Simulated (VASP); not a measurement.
Input of a VASP 6.6.1 run:

Contents of INCAR:

```
SYSTEM = C
ALGO = Normal
EDIFF = 1E-6
ENCUT = 520
GGA = PE
ISIF = 2
ISMEAR = 0
LASPH = .TRUE.
LCHARG = .TRUE.
LELF = .TRUE.
LREAL = Auto
LVHAR = .TRUE.
LWAVE = .FALSE.
NBANDS = 43
NELM = 60
PREC = Accurate
SIGMA = 0.05
```

KPOINTS

```
k-points
0
G
  6 6 6
  0 0 0
```

Contents of POSCAR:

```
C
1.0
    3.5715485858      0.0000000000     -3.5715485858
    0.0000000000      3.5715485858     -3.5715485858
    3.5715485858      3.5715485858      0.0000000000
C
15
Direct
    0.2500000000      0.2500000000      0.2500000000
    0.2500000000      0.7500000000      0.7500000000
    0.2500000000      0.7500000000      0.2500000000
    0.7500000000      0.2500000000      0.7500000000
    0.7500000000      0.2500000000      0.2500000000
    0.7500000000      0.7500000000      0.7500000000
    0.7500000000      0.7500000000      0.2500000000
    0.1250000000      0.1250000000      0.1250000000
    0.1250000000      0.1250000000      0.6250000000
    0.1250000000      0.6250000000      0.1250000000
   -0.0194029523      0.5781250000      0.7206389761
    0.6250000000      0.1250000000      0.1250000000
    0.6250000000      0.1250000000      0.6250000000
    0.6250000000      0.6250000000      0.1250000000
    0.6250000000      0.6250000000      0.6250000000
```

Potentials or basis: VASP PAW PBE potentials, release 64 (C).

Launch:

```console
$ cat potpaw_PBE.64/C/POTCAR > POTCAR
$ mpirun -np 1 vasp_std > vasp.out
```

Question: Predict the pressure.

Answer: 25.3 GPa.

Question: Predict the band gap on the k mesh.

Answer: Zero (bands 30 and 31 overlap by 1.19 eV).

Question: Estimate the largest force.

Answer: 47.885 eV/Å.

Stress tensor (GPa, compression positive):
```
 40.98 -31.15 -17.72
-31.15  40.98  17.72
-17.72  17.72  -6.19
```

Caveat: the cell differs from its parent crystal (atoms taken out, atom 11 moved 0.125 of the way to it and +0.700 Å across, host rigid); atoms lie so close that the PAW spheres overlap strongly, which falsifies energies and pressures.
